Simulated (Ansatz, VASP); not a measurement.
## One calculation of InP, two programs

```
In P
1.0
     0.00000    2.73290    2.73290
     2.73290    0.00000    2.73290
     2.73290    2.73290    0.00000
In P
1 1
Direct
  0.00000 0.00000 0.00000
  0.50000 0.50000 0.50000
```

Alike in both runs: task relaxation of cell and atoms; functional PBE; dispersion D3(BJ); k mesh 14 × 14 × 14; occupations gaussian, width 0.1 eV; no spin polarisation.

|  | VASP | Ansatz |
| --- | --- | --- |
| version | VASP 6.6.1 | Ansatz 0.2.0 |
| potentials or method | VASP PAW PBE potentials, release 64 (In_d, P), cutoff 600 eV | scalar-relativistic, plane waves, PAW |
| valence electrons in the cell | 18 | 18 |

VASP gave:

* gap on the k mesh at the Fermi level, each at its own relaxed structure (eV): none
* relaxed volume (Å³/atom): 20.45
* relaxed cell length with the largest relative difference (Å): 3.868

Which values does Ansatz return?

gap on the k mesh at the Fermi level, each at its own relaxed structure (eV): none; relaxed volume (Å³/atom): 20.44; relaxed cell length with the largest relative difference (Å): 3.867.

A gap of «none» marks a metal or a gap that the smearing closes.
